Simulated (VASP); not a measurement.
# Gd (Fm-3m) in VASP: a series of runs

Gd is run at these levels: LDA; tasks: single point.

Everything below comes from runs of VASP 6.6.1. Logs are shortened: lines on timing, memory, paths and dates and some standing lists are left out, and cuts for length are marked.

## Step 1: The cell of the first run

It takes space group Fm-3m (No. 225, cubic). The conventional cell has a = 4.956 Å, b = 4.956 Å, c = 4.956 Å, α = 90.00°, β = 90.00°, γ = 90.00°. Gd (site symmetry m-3m) has 12 Gd at 3.50 Å within 4.6 Å.

This isn't the form of Gd at room conditions, which is hcp.

## Step 2: Single point, LDA, collinear spin, ferromagnetic start

INCAR

```
  ALGO = Normal
  EDIFF = 1E-6
  ENCUT = 520
  GGA = CA
  ISIF = 2
  ISMEAR = -1
  ISPIN = 2
  LASPH = T
  LCHARG = F
  LMAXMIX = 6
  LORBIT = 11
  LREAL = F
  LWAVE = F
  MAGMOM = 7
  NBANDS = 19
  NELM = 150
  PREC = Accurate
  SIGMA = 0.15
```

KPOINTS

```
k-points
0
Gamma
  10 10 10
```

POSCAR

```
Gd
1.0
    0.0000000000      2.4779489007      2.4779489007
    2.4779489007      0.0000000000      2.4779489007
    2.4779489007      2.4779489007      0.0000000000
Gd
1
Direct
    0.0000000000      0.0000000000      0.0000000000
```

Potentials or basis: VASP PAW PBE potentials, release 64 (Gd).

On the command line:

```console
$ cat potpaw_PBE.64/Gd/POTCAR > POTCAR
$ mpirun -np 1 vasp_std > vasp.out
```

OUTCAR:

```text
EDIFF = 1E-6
   ENCUT = 520
   GGA = CA
   ISIF = 2
   ISMEAR = -1
   ISPIN = 2
   LASPH = T
   LORBIT = 11
   LREAL = F
   NELM = 150
   PREC = Accurate

 ion  position               nearest neighbor table
   1  0.000  0.000  0.000-

  LATTYP: Found a face centered cubic cell.
 ALAT       =     4.9558978014

  Lattice vectors:

 A1 = (   0.0000000000,   2.4779489007,   2.4779489007)
 A2 = (   2.4779489007,   0.0000000000,   2.4779489007)
 A3 = (   2.4779489007,   2.4779489007,   0.0000000000)

Analysis of symmetry for initial positions (statically):
=====================================================================
 Subroutine PRICEL returns:
 Original cell was already a primitive cell.

 Routine SETGRP: Setting up the symmetry group for a
 face centered cubic supercell.

 Subroutine GETGRP returns: Found 48 space group operations
 (whereof 48 operations were pure point group operations)
 out of a pool of 48 trial point group operations.

The static configuration has the point symmetry O_h .

Analysis of symmetry for dynamics (positions and initial velocities):
=====================================================================
 Subroutine PRICEL returns:
 Original cell was already a primitive cell.

 Routine SETGRP: Setting up the symmetry group for a
 face centered cubic supercell.

 Subroutine GETGRP returns: Found 48 space group operations
 (whereof 48 operations were pure point group operations)
 out of a pool of 48 trial point group operations.

The dynamic configuration has the point symmetry O_h .

Analysis of structural, dynamic, and magnetic symmetry:
=====================================================================
 Subroutine PRICEL returns:
 Original cell was already a primitive cell.

 Routine SETGRP: Setting up the symmetry group for a
 face centered cubic supercell.

 Subroutine GETGRP returns: Found 48 space group operations
 (whereof 48 operations were pure point group operations)
 out of a pool of 48 trial point group operations.

The overall configuration has the point symmetry O_h .

 Subroutine INISYM returns: Found 48 space group operations
 (whereof 48 operations are pure point group operations),
 and found     1 'primitive' translations

----------------------------------------------------------------------------------------

                                     Primitive cell

  volume of cell :      30.4304

  direct lattice vectors                    reciprocal lattice vectors
     0.000000000  2.477948901  2.477948901    -0.201779786  0.201779786  0.201779786
     2.477948901  0.000000000  2.477948901     0.201779786 -0.201779786  0.201779786
     2.477948901  2.477948901  0.000000000     0.201779786  0.201779786 -0.201779786

  length of vectors
     3.504348942  3.504348942  3.504348942     0.349492842  0.349492842  0.349492842

  position of ions in fractional coordinates (direct lattice)
     0.000000000  0.000000000  0.000000000

  ion indices of the primitive-cell ions
   primitive index   ion index
                 1           1

----------------------------------------------------------------------------------------

 KPOINTS: k-points

Automatic generation of k-mesh.
 Grid dimensions read from file:
 generate k-points for:   10   10   10

 Generating k-lattice:

  Cartesian coordinates                     Fractional coordinates (reciprocal lattice)
    -0.020177979  0.020177979  0.020177979     0.100000000  0.000000000  0.000000000
     0.020177979 -0.020177979  0.020177979     0.000000000  0.100000000  0.000000000
     0.020177979  0.020177979 -0.020177979     0.000000000  0.000000000  0.100000000

  Length of vectors
     0.034949284  0.034949284  0.034949284

  Shift w.r.t. Gamma in fractional coordinates (k-lattice)
     0.000000000  0.000000000  0.000000000

 Subroutine IBZKPT returns following result:
 ===========================================

 Found     47 irreducible k-points:

 Following reciprocal coordinates:
            Coordinates               Weight
  0.000000  0.000000  0.000000      1.000000
  0.100000  0.000000  0.000000      8.000000
  0.200000  0.000000  0.000000      8.000000
  0.300000  0.000000  0.000000      8.000000
  0.400000  0.000000  0.000000      8.000000
  0.500000  0.000000  0.000000      4.000000
[... 16 lines left out ...]
  0.300000  0.300000  0.000000      6.000000
  0.400000  0.300000  0.000000     24.000000
 [... further k-points ...]
   k-points           NKPTS =     47   k-points in BZ     NKDIM =     47   number of bands    NBANDS=     19
   number of dos      NEDOS =    301   number of ions     NIONS =      1
   total plane-waves  NPLWV =  21952
   dimension x,y,z NGX =    28 NGY =   28 NGZ =   28
   dimension x,y,z NGXF=    56 NGYF=   56 NGZF=   56
   ions per type =               1
   NGX,Y,Z   is equivalent  to a cutoff of  13.28, 13.28, 13.28 a.u.
   NGXF,Y,Z  is equivalent  to a cutoff of  26.57, 26.57, 26.57 a.u.
 SYSTEM =  unknown system
   PREC   = accura    normal or accurate (medium, high low for compatibility)
   ISTART =      0    job   : 0-new  1-cont  2-samecut
   ICHARG =      2    charge: 1-file 2-atom 10-const
   ISPIN  =      2    spin polarized calculation?
   LNONCOLLINEAR =      F non collinear calculations
   LSORBIT =      F    spin-orbit coupling
   LASPH  =      T    aspherical Exc in radial PAW
   ENCUT  =  520.0 eV  38.22 Ry    6.18 a.u.   6.52  6.52  6.52*2*pi/ulx,y,z
   NELM   =    150;   NELMIN=  2; NELMDL= -5     # of ELM steps
   EDIFF  = 0.1E-05   stopping-criterion for ELM
   LREAL  =      F    real-space projection
   EDIFFG = 0.1E-04   stopping-criterion for IOM
   NSW    =      0    number of steps for IOM
   IBRION =     -1    ionic relax: 0-MD 1-quasi-New 2-CG
   NFREE  =      0    steps in history (QN), initial steepest desc. (CG)
   ISIF   =      2    stress and relaxation
   ISYM   =      2    0-nonsym 1-usesym 2-fastsym
   POTIM  = 0.5000    time-step for ionic-motion
   TEBEG  =    0.0;   TEEND  =   0.0 temperature during run
   PSTRESS=    0.0 pullay stress
   NELECT =      18.0000    total number of electrons
   NUPDOWN=      -1.0000    fix difference up-down
   EMIN   =  10.00;   EMAX   =-10.00  energy-range for DOS
   EFERMI =   0.00;   METHOD = LEGACY
   ISMEAR =    -1;   SIGMA  =   0.15  broadening in eV -4-tet -1-fermi 0-gaus
   EFERMI_NEDOS =   21; number of points for ismear=-14 and -15
   IALGO  =     38    algorithm
   IMIX   =      4    mixing-type and parameters
     AMIX     =   0.40;   BMIX     =  1.00
     AMIX_MAG =   1.60;   BMIX_MAG =  1.00
  volume/ion in A,a.u.               =      30.43       205.35
  Fermi-wavevector in a.u.,A,eV,Ry     =   1.374242  2.596941 25.695174  1.888542
  Thomas-Fermi vector in A             =   2.499687
   LORBIT       =     11    0 simple, 1 ext, 2 COOP (PROOUT), +10 PAW based schemes
   GGA     = CA    functional components
   LHFCALC =     F    Hartree Fock is set to
   AEXX    =    0.0000 exact exchange contribution
   IVDW    =     0    specifies the selected vdW correction
   LEPSILON=     F    determine dielectric tensor
   LRPA    =     F    only Hartree local field effects (RPA)
 spin polarized calculation
  energy-cutoff  :      520.00
  volume of cell :       30.43
 maximum number of plane-waves:       869
 NGX is ok and might be reduce to    28
   NGX = 13   NGY = 13   NGZ = 13

 number of electron      18.0000006 magnetization       7.1721704

 Free energy of the ion-electron system (eV)
  ---------------------------------------------------
  ext. energy  EPLUGINS =         0.00000000
  ---------------------------------------------------
  free energy    TOTEN  =       -11.74708966 eV

  energy without entropy =      -11.57002404  energy(sigma->0) =      -11.65855685

 E-fermi :   3.0826     XC(G=0): -10.6241

 val. band max:        3.0770007804   @ k =  -0.2000   0.3000   0.1000
 cond. band min:       3.0898643131   @ k =  -0.4000   0.2000   0.0000
 fundamental gap:      0.0128635327
 Fermi energy:         3.0825737978

 spin component 1

 k-point     1 :       0.0000    0.0000    0.0000
  band No.  band energies     occupation
      1     -41.4038      1.00000
      2     -18.5538      1.00000
      3     -18.5538      1.00000
      4     -18.5538      1.00000
      5      -1.9022      1.00000
      6      -1.0689      1.00000
[... 11 lines left out ...]
     18      12.7031      0.00000
     19      16.2106      0.00000

 k-point     2 :       0.1000    0.0000    0.0000
  band No.  band energies     occupation
      1     -41.3948      1.00000
      2     -18.6518      1.00000
      3     -18.5657      1.00000
      4     -18.5657      1.00000
      5      -1.6035      1.00000
      6      -1.0600      1.00000
[... 476 lines left out ...]
 k-point    24 :       0.4000    0.3000    0.0000
  band No.  band energies     occupation
      1     -41.3026      1.00000
      2     -19.2803      1.00000
      3     -18.8462      1.00000
      4     -18.8148      1.00000
      5      -0.9706      1.00000
      6      -0.9701      1.00000
[... 11 lines left out ...]
     18      13.7205      0.00000
     19      14.9510      0.00000

 [... further k-points ...]

 spin component 2

 k-point     1 :       0.0000    0.0000    0.0000
  band No.  band energies     occupation
      1     -38.5701      1.00000
      2     -16.3756      1.00000
      3     -16.3756      1.00000
      4     -16.3756      1.00000
      5      -1.3120      1.00000
      6       3.4882      0.06273
[... 11 lines left out ...]
     18      13.4909      0.00000
     19      16.8593      0.00000

 k-point     2 :       0.1000    0.0000    0.0000
  band No.  band energies     occupation
      1     -38.5590      1.00000
      2     -16.4964      1.00000
      3     -16.3898      1.00000
      4     -16.3898      1.00000
      5      -0.9956      1.00000
      6       3.4561      0.07654
[... 476 lines left out ...]
 k-point    24 :       0.4000    0.3000    0.0000
  band No.  band energies     occupation
      1     -38.4447      1.00000
      2     -17.2531      1.00000
      3     -16.7266      1.00000
      4     -16.6878      1.00000
      5       1.6278      0.99994
      6       2.7201      0.91809
[... 11 lines left out ...]
     18      14.7493      0.00000
     19      15.9481      0.00000

 [... further k-points ...]

------------------------ aborting loop because EDIFF is reached ----------------------------------------

  FORCE on cell =-STRESS in cart. coord.  units (eV):
  Direction    XX          YY          ZZ          XY          YZ          ZX
  --------------------------------------------------------------------------------------
  -------------------------------------------------------------------------------------
  Total       -0.2268479     -0.2268479     -0.2268479      0.0000000     -0.0000000      0.0000000
  in kB      -11.9436846    -11.9436846    -11.9436846      0.0000000     -0.0000000      0.0000000
  external PRESSURE =     -11.9436846 kB  Pullay stress =       0.0000000 kB

 VOLUME and BASIS-vectors are now :
 -----------------------------------------------------------------------------
  energy-cutoff  :      520.00
  volume of cell :       30.43
      direct lattice vectors                 reciprocal lattice vectors
     0.000000000  2.477948901  2.477948901    -0.201779786  0.201779786  0.201779786
     2.477948901  0.000000000  2.477948901     0.201779786 -0.201779786  0.201779786
     2.477948901  2.477948901  0.000000000     0.201779786  0.201779786 -0.201779786

 POSITION                                       TOTAL-FORCE (eV/Angst)
 -----------------------------------------------------------------------------------
      0.00000      0.00000      0.00000         0.000000      0.000000     -0.000000
 -----------------------------------------------------------------------------------
    total drift:                               -0.000000     -0.000000     -0.000000

  FREE ENERGIE OF THE ION-ELECTRON SYSTEM (eV)
  ---------------------------------------------------
  free  energy   TOTEN  =       -11.7470896590 eV

  energy  without entropy=      -11.5700240370  energy(sigma->0) =      -11.65855685

 total charge

# of ion       s       p       d       f       tot
--------------------------------------------------
    1        2.076   5.519   0.604   7.059  15.258

 magnetization (x)

# of ion       s       p       d       f       tot
--------------------------------------------------
    1        0.004  -0.041   0.129   6.707   6.799
```

It took 2.8 min on 1 thread of Intel Xeon 8259CL, shared host; peak memory 0.19 GiB.

Results:

```
Free energy                                           : -11.7471 eV
Pressure                                              : -1.2 GPa
Net moment                                            : 7.17 μB per cell
Site moments                                          : Gd +6.80 μB
Valence electrons inside the program's atomic spheres : Gd 15.26
```

Levels at points of the mesh, in eV from the Fermi level:
Spin up:
```
           k point  band 10  band 11  band 12  band 13  band 14  band 15  band 16  band 17
(0.00, 0.00, 0.00)    -3.92    -3.92    -3.92     1.54     1.54     1.54     4.01     4.01
(0.50, 0.00, 0.00)    -3.95    -3.92    -2.44     1.33     1.33     1.48     5.92     5.92
(0.50, 0.50, 0.00)    -3.97    -3.95    -2.34    -1.51     3.15     5.94     6.50     6.50
```
Spin down:
```
           k point  band 3  band 4  band 5  band 6  band 7  band 8
(0.00, 0.00, 0.00)  -19.46  -19.46   -4.39    0.41    0.65    0.65
(0.50, 0.00, 0.00)  -19.60  -19.60   -1.79    0.44    0.66    0.66
(0.50, 0.50, 0.00)  -19.86  -19.86   -1.77   -0.81    0.69    0.70
```

Caveat: the PAW data sets were made with another functional, which shifts forces and pressure a little; spin-orbit coupling is left out, which moves the levels of the heavy elements; semilocal functionals describe open f shells poorly, which spoils levels, moments and volumes. The state reached can hang on the start; a lower one may exist.

## Step 3: Single point, LDA, collinear spin, ferromagnetic start

This run uses another cell than the first one, of 31.81 Å³/atom.

INCAR

```
PREC = Accurate ; ENCUT = 520
EDIFF = 1E-6 ; ISMEAR = -1
SIGMA = 0.15 ; LREAL = F
LASPH = T ; NELM = 150
ALGO = Normal ; ISIF = 2
LWAVE = F ; LCHARG = F
ISPIN = 2 ; MAGMOM = 7
LORBIT = 11 ; LMAXMIX = 6
GGA = CA ; NBANDS = 19
```

KPOINTS

```
regular mesh
0
Gamma
  10 10 10
```

POSCAR

```
Gd
1.0
    0.0000000000      2.5149386660      2.5149386660
    2.5149386660      0.0000000000      2.5149386660
    2.5149386660      2.5149386660      0.0000000000
Gd
1
Direct
    0.0000000000      0.0000000000      0.0000000000
```

Potentials or basis: VASP PAW PBE potentials, release 64 (Gd).

On the command line:

```console
$ cat potpaw_PBE.64/Gd/POTCAR > POTCAR
$ mpirun -np 1 vasp_std > vasp.out
```

Run time: 2.5 min. Hardware: 1 thread of Intel Xeon 8259CL, shared host; peak memory 0.19 GiB.

Results (log left out):

```yaml
Free_energy: -11.7313 eV
Pressure: -2.4 GPa
Net_moment: 7.19 μB per cell
Site_moments: Gd +6.80 μB
Valence_electrons_inside_the_program's_atomic_spheres: Gd 15.24
```

Levels at points of the mesh, in eV from the Fermi level:
Spin up:
| k point | band 10 | band 11 | band 12 | band 13 | band 14 | band 15 | band 16 | band 17 |
| --- | --- | --- | --- | --- | --- | --- | --- | --- |
| (0.00, 0.00, 0.00) | -3.97 | -3.97 | -3.97 | 1.50 | 1.50 | 1.50 | 3.85 | 3.85 |
| (0.50, 0.00, 0.00) | -3.99 | -3.96 | -2.39 | 1.28 | 1.31 | 1.31 | 5.66 | 5.66 |
| (0.50, 0.50, 0.00) | -4.01 | -3.99 | -2.23 | -1.41 | 2.87 | 5.67 | 6.20 | 6.20 |
Spin down:
```tsv
k point	band 2	band 3	band 4	band 5	band 6	band 7	band 8	band 9
(0.00, 0.00, 0.00)	-19.57	-19.57	-19.57	-4.36	0.40	0.62	0.62	0.62
(0.50, 0.00, 0.00)	-20.57	-19.70	-19.70	-1.73	0.43	0.63	0.63	0.68
(0.50, 0.50, 0.00)	-20.50	-19.92	-19.92	-1.65	-0.71	0.66	0.66	0.66
```

Caveat: the PAW data sets were made with another functional, which shifts forces and pressure a little; spin-orbit coupling is left out, which moves the levels of the heavy elements; semilocal functionals describe open f shells poorly, which spoils levels, moments and volumes.

## Step 4: Single point, LDA, collinear spin, ferromagnetic start

This run uses another cell than the first one, of 33.20 Å³/atom.

INCAR

```
ALGO = Normal ; EDIFF = 1E-6
ENCUT = 520 ; GGA = CA
ISIF = 2 ; ISMEAR = -1
ISPIN = 2 ; LASPH = True
LCHARG = False ; LMAXMIX = 6
LORBIT = 11 ; LREAL = False
LWAVE = False ; MAGMOM = 7
NBANDS = 19 ; NELM = 150
PREC = Accurate ; SIGMA = 0.15
```

KPOINTS

```
k-points
0
Gamma
  10 10 10
```

POSCAR

```
Gd
1.0
    0.0000000000      2.5508712159      2.5508712159
    2.5508712159      0.0000000000      2.5508712159
    2.5508712159      2.5508712159      0.0000000000
Gd
1
Direct
    0.0000000000      0.0000000000      0.0000000000
```

On the command line:

```console
$ cat potpaw_PBE.64/Gd/POTCAR > POTCAR
$ mpirun -np 1 vasp_std > vasp.out
```

Run time: 2.5 min. Hardware: 1 thread of Intel Xeon 8259CL, shared host; peak memory 0.19 GiB.

It converged, with:

```
Free energy                                           : -11.7060 eV
Pressure                                              : -3.4 GPa
Net moment                                            : 7.21 μB per cell
Site moments                                          : Gd +6.80 μB
Valence electrons inside the program's atomic spheres : Gd 15.22
```

Levels at points of the mesh, in eV from the Fermi level:
Spin up:
| k point | band 10 | band 11 | band 12 | band 13 | band 14 | band 15 | band 16 | band 17 |
| --- | --- | --- | --- | --- | --- | --- | --- | --- |
| (0.00, 0.00, 0.00) | -4.00 | -4.00 | -4.00 | 1.46 | 1.46 | 1.46 | 3.69 | 3.69 |
| (0.50, 0.00, 0.00) | -4.03 | -4.00 | -2.33 | 1.10 | 1.29 | 1.29 | 5.41 | 5.41 |
| (0.50, 0.50, 0.00) | -4.04 | -4.02 | -2.12 | -1.32 | 2.62 | 5.42 | 5.92 | 5.92 |
Spin down:
```
           k point  band 3  band 4  band 5  band 6  band 7  band 8
(0.00, 0.00, 0.00)  -19.67  -19.67   -4.31    0.39    0.59    0.59
(0.50, 0.00, 0.00)  -19.78  -19.78   -1.68    0.42    0.60    0.60
(0.50, 0.50, 0.00)  -19.98  -19.98   -1.54   -0.61    0.63    0.63
```

Caveat: the cell stands under tension; the PAW data sets were made with another functional, which shifts forces and pressure a little; spin-orbit coupling is left out, which moves the levels of the heavy elements; semilocal functionals describe open f shells poorly, which spoils levels, moments and volumes. The state reached can hang on the start; a lower one may exist.

## Step 5: Overview

```csv
cell,gap on the mesh (eV),pressure (GPa),moment (μB)
"a = 3.504 Å, angles 60.0°, 1 atom",none,-1.2,7.17
"a = 3.557 Å, angles 60.0°, 1 atom",none,-2.4,7.19
"a = 3.607 Å, angles 60.0°, 1 atom",none,-3.4,7.21
```

Alike in all rows: task single point; level LDA; potentials or basis VASP PAW PBE potentials, release 64 (Gd); spin collinear, ferromagnetic start; k mesh 10 × 10 × 10; cutoff (eV) 520; smearing fermi-dirac 0.15 eV.

Caveats: the PAW data sets were made with another functional, which shifts forces and pressure a little; spin-orbit coupling is left out, which moves the levels of the heavy elements; semilocal functionals describe open f shells poorly, which spoils levels, moments and volumes; the cell stands under tension (at least some runs).

Absolute energies hang on the potentials; compare differences alone.

The gap in the log of VASP goes by the Fermi energy; the results here count the filled bands.